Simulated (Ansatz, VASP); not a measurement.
## Two plane-wave programs on PbO2

INCAR

```
  PREC = Accurate
  ENCUT = 520
  EDIFF = 1E-7
  ISMEAR = -1
  SIGMA = 0.02
  LREAL = False
  LASPH = True
  NELM = 100
  ALGO = Normal
  ISIF = 2
  LWAVE = False
  LCHARG = False
  NBANDS = 35
```

Contents of KPOINTS:

```
regular mesh
0
Gamma
  6 6 8
```

Contents of POSCAR:

```
PbO2
1.0
    4.9827449538      0.0000000000      0.0000000000
    0.0000000000      4.9827449538      0.0000000000
    0.0000000000      0.0000000000      3.4080399185
Pb O
2 4
Direct
    0.0000000000      0.0000000000      0.0000000000
    0.5000000000      0.5000000000      0.5000000000
    0.3072243904      0.3072243904      0.0000000000
    0.1927756096      0.8072243904      0.5000000000
    0.6927756096      0.6927756096      0.0000000000
    0.8072243904      0.1927756096      0.5000000000
```

Input for Ansatz:

```yaml
crystal:
  lattice:
    - [4.9827449538, 0.0, 0.0]
    - [0.0, 4.9827449538, 0.0]
    - [0.0, 0.0, 3.4080399185]
  atoms:
    - { symbol: Pb, position: [0.0, 0.0, 0.0] }
    - { symbol: Pb, position: [0.5, 0.5, 0.5] }
    - { symbol: O, position: [0.3072243904, 0.3072243904, 0.0] }
    - { symbol: O, position: [0.1927756096, 0.8072243904, 0.5] }
    - { symbol: O, position: [0.6927756096, 0.6927756096, 0.0] }
    - { symbol: O, position: [0.8072243904, 0.1927756096, 0.5] }
kpoints:
  mp_grid: { grid: [6, 6, 8] }
  band_path:
    path:
      - [0.0, 0.0, 0.0]
      - [0.0, 0.5, 0.0]
      - [0.5, 0.5, 0.0]
      - [0.0, 0.0, 0.5]
      - [0.0, 0.5, 0.5]
      - [0.5, 0.5, 0.5]
      - [0.0, 0.0, 0.1]
      - [0.1, 0.1, 0.0]
    npoints: 1
hamiltonian:
  xc: lda
scf:
  occupations: { method: fermi_dirac, width: 0.02 }
  n_extra_bands: 5
output:
  forces: true
  stress: true
  eigenvalues: true
```

Alike in both runs: task single point; functional LDA; k mesh 6 × 6 × 8; occupations fermi-dirac, width 0.02 eV; no spin polarisation.

|  | VASP | Ansatz |
| --- | --- | --- |
| version | VASP 6.6.1 | Ansatz 0.2.0 |
| potentials or method | VASP PAW LDA potentials, release 64 (Pb_d, O) | plane waves, PAW |
| plane-wave cutoff (eV) | 520 | 420 |
| valence electrons in the cell | 52 | 52 |

Ansatz gave:

```
pressure (GPa)                                                : -3.4
traceless stress, the component that is largest in VASP (GPa) : -0.49
rms of the force components (eV/Å)                            : 0.031
```

**Question.** What did VASP give for the same quantities?

**Answer.** Pressure (GPa): -3.0; traceless stress, the component that is largest in VASP (GPa): -0.34; rms of the force components (eV/Å): 0.026.

LDA's correlation is that of Perdew and Zunger in VASP and of Perdew and Wang (1992) in Ansatz. Atom by atom the forces differ by 0.005 eV/Å (rms over components).

Spin-orbit coupling is off throughout.
